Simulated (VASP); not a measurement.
Wanted: the native input for a VASP 6.6.1 run.

- Task: single point
- Functional: BLYP
- Dispersion: D3(BJ)
- Potentials or basis: VASP PAW PBE potentials, release 64 (Co, Si)
- Cutoff: 520 eV
- k mesh: 8 × 8 × 8
- Occupations: gaussian, width 0.05 eV
- Spin: collinear spin, ferromagnetic start
- Starting moments: [0.05, 0.0, 0.0] μB
- Dipole correction: no
- Further INCAR settings: ALGO = Normal; EDIFF = 1e-07; NBANDS = 20

The structure of CoSi2 lies in POSCAR:

```
CoSi2
1.0
    0.0000000000      2.6824999877      2.6824999877
    2.6824999877      0.0000000000      2.6824999877
    2.6824999877      2.6824999877      0.0000000000
Co Si
1 2
Direct
    0.0000000000      0.0000000000      0.0000000000
    0.2500000000      0.2500000000      0.2500000000
    0.7500000000      0.7500000000      0.7500000000
```

These files were run (other wordings do the same):

INCAR

```
AGGAC = 1.0
AGGAX = 1.0
ALDAC = 0.0
ALDAX = 1.0
ALGO = Normal
EDIFF = 1E-7
ENCUT = 520
GGA = B5
ISIF = 2
ISMEAR = 0
ISPIN = 2
IVDW = 12
LASPH = T
LCHARG = T
LELF = T
LMAXMIX = 4
LORBIT = 11
LREAL = F
LVHAR = T
LWAVE = F
MAGMOM = 0.05 0 0
NBANDS = 20
NELM = 150
PREC = Accurate
SIGMA = 0.05
VDW_A1 = 0.4298
VDW_A2 = 4.2359
VDW_S6 = 1.0
VDW_S8 = 2.6996
```

KPOINTS

```
k-points
0
Gamma
  8 8 8
```

Potentials or basis: VASP PAW PBE potentials, release 64 (Co, Si).

Launch:

```bash
$ cat potpaw_PBE.64/Co/POTCAR potpaw_PBE.64/Si/POTCAR > POTCAR
$ mpirun -np 1 vasp_std > vasp.out
```

Results of the run:

```yaml
Pressure: -5.9 GPa
Net_moment: 0.00 μB per cell
Valence_electrons_inside_the_program's_atomic_spheres: Co 8.86; Si 1.61
Dispersion_energy_per_atom: -0.988 eV
```

Caveat: the PAW data sets were made with another functional, which shifts forces and pressure a little; pairwise dispersion overbinds metals, which lowers pressure and volume.

Run time: 2.2 min on 1 thread of AMD EPYC 7R13 (shared host), peak memory 0.17 GiB.
